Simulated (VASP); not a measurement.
Write the native input for VASP 6.6.1 that does the following.

```yaml
Task: single point
Functional: PBE
Potentials_or_basis: VASP PAW PBE potentials, release 64 (K_sv, As)
Cutoff: 520 eV
k_mesh: 6 × 6 × 6
Occupations: gaussian, width 0.1 eV
Spin: no spin polarisation
Dipole_correction: no
Further_INCAR_settings: ALGO = Normal; EDIFF = 1e-06; NBANDS = 20
```

The structure of KAs3 lies in POSCAR:

```
KAs3
1.0
   -2.2328247361      2.2328247361      4.9876085014
    2.2328247361     -2.2328247361      4.9876085014
    2.2328247361      2.2328247361     -4.9876085014
K As
1 3
Direct
    0.0000000000      0.0000000000      0.0000000000
    0.5000000000      0.5000000000      0.0000000000
    0.2500000000      0.7500000000      0.5000000000
    0.7500000000      0.2500000000      0.5000000000
```

These files were run (other wordings do the same):

INCAR

```
ALGO = Normal
EDIFF = 1E-6
ENCUT = 520
GGA = PE
ISIF = 2
ISMEAR = 0
LASPH = True
LCHARG = False
LREAL = False
LWAVE = False
NBANDS = 20
NELM = 80
PREC = Accurate
SIGMA = 0.1
```

KPOINTS

```
k-points
0
Gamma
  6 6 6
```

Potentials or basis: VASP PAW PBE potentials, release 64 (K_sv, As).

The run is started by

```bash
$ cat potpaw_PBE.64/K_sv/POTCAR potpaw_PBE.64/As/POTCAR > POTCAR
$ mpirun -np 1 vasp_std > vasp.out
```

Results of the run:

```json
{
  "Pressure": "-3.3 GPa",
  "Band gap on the k mesh": "zero (bands 12 and 13 overlap by 1.24 eV)"
}
```

Caveat: the cell stands under tension.

Run time: 110 s on 1 thread of Oxide Virtual Turin-like Processor, with other jobs on the host, peak memory 0.29 GiB.
